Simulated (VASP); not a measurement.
Set up this calculation in VASP 6.6.1, as the native input.

```
Task                   : relaxation of cell and atoms
Functional             : PBE
Potentials or basis    : VASP PAW PBE potentials, release 64 (Ge_d, Sb, Te)
Cutoff                 : 600 eV
k mesh                 : 6 × 6 × 1
Occupations            : gaussian, width 0.1 eV
Spin                   : no spin polarisation
Target pressure        : 3.3 GPa
Dipole correction      : no
Further INCAR settings : ALGO = Normal; EDIFF = 1e-07; IBRION = 2; EDIFFG = -0.05; NSW = 80; ISIF = 3
```

The structure of GeSb4Te7 lies in POSCAR:

```
GeSb4Te7
1.0
    4.2433937410      0.0000000000      0.0000000000
   -2.1216968705      3.6748867780      0.0000000000
    0.0000000000      0.0000000000     23.1125108678
Ge Sb Te
1 4 7
Direct
    0.0000000000      0.0000000000      0.5000000000
    0.6666666667      0.3333333333      0.9152333565
    0.3333333333      0.6666666667      0.3431842846
    0.3333333333      0.6666666667      0.0847666435
    0.6666666667      0.3333333333      0.6568157154
    0.3333333333      0.6666666667      0.8406961926
    0.6666666667      0.3333333333      0.1593038074
    0.0000000000      0.0000000000      0.7310714683
    0.6666666667      0.3333333333      0.4286417859
    0.3333333333      0.6666666667      0.5713582141
    0.0000000000      0.0000000000      0.0000000000
    0.0000000000      0.0000000000      0.2689285317
```

One way to write it, as run:

INCAR

```
SYSTEM = GeSb4Te7
PREC = Accurate
ENCUT = 600
EDIFF = 1E-7
ISMEAR = 0
SIGMA = 0.1
LREAL = .False.
LASPH = .True.
NELM = 100
ALGO = Normal
ISIF = 3
LWAVE = .False.
LCHARG = .False.
GGA = PE
IBRION = 2
NSW = 80
EDIFFG = -0.05
PSTRESS = 33.0
```

KPOINTS

```
Automatic mesh
0
Gamma
  6 6 1
  0 0 0
```

Potentials or basis: VASP PAW PBE potentials, release 64 (Ge_d, Sb, Te).

The run is started by

```console
$ cat potpaw_PBE.64/Ge_d/POTCAR potpaw_PBE.64/Sb/POTCAR potpaw_PBE.64/Te/POTCAR > POTCAR
$ mpirun -np 1 vasp_std > vasp.out
```

It gave:

| Item | Value |
| --- | --- |
| Pressure after relaxing | 3.2 GPa |
| Largest force after relaxing | 0.031 eV/Å |
| Band gap on the k mesh | 0.37 eV |

Caveat: the relaxation stopped at its first step, so nothing moved; the cell is relaxed towards a set pressure, so the run minimises the enthalpy, not the energy; spin-orbit coupling is left out, which moves the levels of the heavy elements; an odd mesh through Γ misses points on the zone boundary, where band edges can lie; the relaxation stopped at a loose force limit of 0.05 eV/Å, so its end isn't a converged minimum.

It took 13 min on 1 thread of Intel Xeon 8259CL (shared host), peak memory 0.62 GiB.
